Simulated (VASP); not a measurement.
The system is HfH3Cl.

```xyz
10
Lattice="1.6000 -5.5000 0.0000 1.6000 5.5000 0.0000 0.0000 0.0000 7.2000" Properties=species:S:1:pos:R:3 pbc="T T T"
Hf    0.0000    0.0000    3.6000
Hf    0.0000    0.0000    0.0000
H     1.6000   -4.7300    1.8000
H     1.6000    4.7300    5.4000
H     1.6000   -1.4300    3.2400
H     1.6000    1.4300    6.8400
H     1.6000   -1.4300    0.3600
H     1.6000    1.4300    3.9600
Cl    1.6000    2.7500    1.8000
Cl    1.6000   -2.7500    5.4000
```

```yaml
Program: VASP 6.6.1
Task: relaxation of cell and atoms
Functional: PBE
Potentials_or_basis: VASP PAW PBE potentials, release 64 (Hf_pv, H, Cl)
Cutoff: 600 eV
k_mesh: 4 × 4 × 2
Occupations: gaussian, width 0.15 eV
Spin: no spin polarisation
```

At the start: pressure -5.5 GPa; volume 12.67 Å³/atom.

Question: Where does the relaxation end?

Answer: Over 29 steps the energy falls by 508.7 meV/atom and the volume is 14.74 Å³/atom (+16.3 %); space group Cmcm (No. 63, to 0.1 Å) before and after.

The path:
| step | energy change (eV) | largest force (eV/Å) | pressure (GPa) | volume (Å³) |
| --- | --- | --- | --- | --- |
| 1 | 0.0000 | 1.7204 | -5.55 | 126.72 |
| 2 | -1.3654 | 1.3826 | -1.26 | 118.67 |
| 3 | -2.1717 | 1.0767 | 9.15 | 106.61 |
| 4 | -2.6979 | 0.5678 | 2.94 | 114.31 |
| 5 | -2.7058 | 0.4748 | 2.20 | 115.53 |
| 6 | -2.9110 | 0.6481 | 0.22 | 119.51 |
| 7 | -3.1925 | 1.0959 | -4.20 | 131.41 |
| 8 | -3.3164 | 1.0859 | -3.55 | 131.40 |
| 9 | -3.6205 | 0.9893 | -1.34 | 131.19 |
| 10 | -3.8199 | 0.5544 | 4.48 | 129.96 |
| 11 | -3.8362 | 0.6062 | 3.04 | 130.33 |
| 12 | -4.0371 | 0.5671 | 2.85 | 133.26 |
| 13 | -4.2392 | 0.5988 | 3.25 | 139.18 |
| 14 | -4.4117 | 0.5542 | 0.34 | 145.27 |
| 15 | -4.4761 | 0.5093 | -2.49 | 152.54 |
| 16 | -4.6173 | 0.4401 | -2.15 | 153.32 |
| 17 | -4.7154 | 0.4122 | -1.78 | 154.33 |
| 18 | -4.7250 | 0.4247 | -1.65 | 154.71 |
| 19 | -4.8718 | 0.3993 | 0.22 | 150.36 |
| 20 | -4.9293 | 0.7176 | 2.87 | 145.10 |
| 21 | -5.0083 | 0.3544 | 1.77 | 145.95 |
| 22 | -5.0285 | 0.2090 | 0.89 | 146.66 |
| 23 | -5.0467 | 0.1922 | 0.21 | 147.96 |
| 24 | -5.0561 | 0.1638 | -0.93 | 150.22 |
| 25 | -5.0671 | 0.1100 | -0.53 | 149.49 |
| 26 | -5.0695 | 0.1115 | -0.21 | 148.95 |
| 27 | -5.0765 | 0.0961 | 0.00 | 148.26 |
| 28 | -5.0821 | 0.0943 | 0.43 | 146.87 |
| 29 | -5.0865 | 0.0736 | -0.03 | 147.40 |

Final structure:
```
Hf H Cl
1.0
     1.70095   -6.18073    0.00000
     1.70095    6.18073    0.00000
     0.00000    0.00000    7.01007
Hf H Cl
2 6 2
Direct
  0.00000 0.00000 0.50000
  0.00000 0.00000 0.00000
  0.92047 0.07953 0.25000
  0.07953 0.92047 0.75000
  0.57776 0.42224 0.56371
  0.42224 0.57776 0.06371
  0.57776 0.42224 0.93629
  0.42224 0.57776 0.43629
  0.14727 0.85273 0.25000
  0.85273 0.14727 0.75000
```

Caveat: the k points lie up to 0.48 Å⁻¹ apart in the final cell; the volume moved by over 15 % at a fixed basis, so the end points are rough; the relaxation stopped at a loose force limit of 0.08 eV/Å, so its end isn't a converged minimum.
